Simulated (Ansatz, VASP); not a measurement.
# KI in VASP and in Ansatz

```
K I
1.0
     0.00000    3.41148    3.41148
     3.41148    0.00000    3.41148
     3.41148    3.41148    0.00000
K I
1 1
Direct
  0.00000 0.00000 0.00000
  0.50000 0.50000 0.50000
```

Change from the starting cell: unstrained.

Alike in both runs: task single point; functional LDA; k mesh 6 × 6 × 6; no spin polarisation.

|  | VASP | Ansatz |
| --- | --- | --- |
| version | VASP 6.6.1 | Ansatz 0.2.0 |
| potentials or method | VASP PAW LDA potentials, release 64 (K_sv, I), cutoff 520 eV | all-electron LAPW, scalar-relativistic |
| occupations | gaussian, width 0.01 eV | fixed |

VASP gave:

```
gap on the k mesh at the Fermi level (eV) : 3.87
pressure (GPa)                            : 0.0
```

Task: Estimate Ansatz's values.

Result: gap on the k mesh at the Fermi level (eV): 3.86; pressure (GPa): 0.0.

LDA's correlation is that of Perdew and Zunger in VASP and of Perdew and Wang (1992) in Ansatz. Ansatz ran all-electron here, and VASP with PAW potentials.

Spin-orbit coupling is off throughout.
